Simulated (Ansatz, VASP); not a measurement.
AlGa3N4: VASP beside Ansatz

The input INCAR:

```
SYSTEM = AlGa3N4
PREC = Accurate
ENCUT = 520
EDIFF = 1E-6
ISMEAR = 0
SIGMA = 0.05
LREAL = .FALSE.
LASPH = .TRUE.
NELM = 60
ALGO = Normal
ISIF = 2
LWAVE = .FALSE.
LCHARG = .TRUE.
LELF = .TRUE.
LVHAR = .TRUE.
NBANDS = 41
```

KPOINTS

```
regular mesh
0
G
  6 6 6
  0 0 0
```

File POSCAR:

```
AlGa3N4
1.0
    4.5152872089      0.0515716627      0.0515716627
    0.0515716627      4.5152872089      0.0515716627
    0.0515716627      0.0515716627      4.5152872089
Al Ga N
1 3 4
Direct
    0.0000000000      0.0000000000      0.0000000000
    0.5000000000      0.5000000000      0.0000000000
    0.5000000000      0.0000000000      0.5000000000
    0.0000000000      0.5000000000      0.5000000000
    0.7548078379      0.7548078379      0.2451921621
    0.7548078379      0.2451921621      0.7548078379
    0.2451921621      0.7548078379      0.7548078379
    0.2451921621      0.2451921621      0.2451921621
```

Input for Ansatz:

```yaml
crystal:
  lattice:
    - [4.5152872089, 0.0515716627, 0.0515716627]
    - [0.0515716627, 4.5152872089, 0.0515716627]
    - [0.0515716627, 0.0515716627, 4.5152872089]
  atoms:
    - { symbol: Al, position: [0.0, 0.0, 0.0] }
    - { symbol: Ga, position: [0.5, 0.5, 0.0] }
    - { symbol: Ga, position: [0.5, 0.0, 0.5] }
    - { symbol: Ga, position: [0.0, 0.5, 0.5] }
    - { symbol: "N", position: [0.7548078379, 0.7548078379, 0.2451921621] }
    - { symbol: "N", position: [0.7548078379, 0.2451921621, 0.7548078379] }
    - { symbol: "N", position: [0.2451921621, 0.7548078379, 0.7548078379] }
    - { symbol: "N", position: [0.2451921621, 0.2451921621, 0.2451921621] }
basis:
  ecutwfc: 520.0
kpoints:
  mp_grid: { grid: [6, 6, 6] }
hamiltonian:
  xc: lda
  pseudopotentials: { kind: paw, azcp: { folder: soft_1 } }
scf:
  occupations: { method: gaussian, width: 0.05 }
output:
  forces: true
  stress: true
  eigenvalues: true
  write_density: true
  write_potential: true
  elf: true
  volumetric_format: npy
```

Change from the starting cell: equal engineering shear yz, xz and xy +0.0233, equal normal strain along x, y and z +0.0200.

Alike in both runs: task single point; functional LDA; k mesh 6 × 6 × 6; occupations gaussian, width 0.05 eV; no spin polarisation.

|  | VASP | Ansatz |
| --- | --- | --- |
| version | VASP 6.6.1 | Ansatz 0.2.0 |
| potentials or method | VASP PAW LDA potentials, release 64 (Al, Ga_d, N), cutoff 520 eV | scalar-relativistic, plane waves, PAW |
| valence electrons in the cell | 62 | 62 |

```csv
,VASP,Ansatz,Ansatz less VASP
gap on the k mesh at the Fermi level (eV),2.08,2.07,-0.008
least direct gap on the mesh (eV),2.08,2.07,-0.008
pressure (GPa),-9.5,-10.4,-0.84
"traceless stress, the component that is largest in VASP (GPa)",-3.96,-3.89,+0.067
rms of the force components (eV/Å),0.119,0.111,-0.0079
```

Ansatz warns that its potentials were made for another functional, while VASP's fit it. LDA's correlation is that of Perdew and Zunger in VASP and of Perdew and Wang (1992) in Ansatz. Atom by atom the forces differ by 0.013 eV/Å (rms over components).
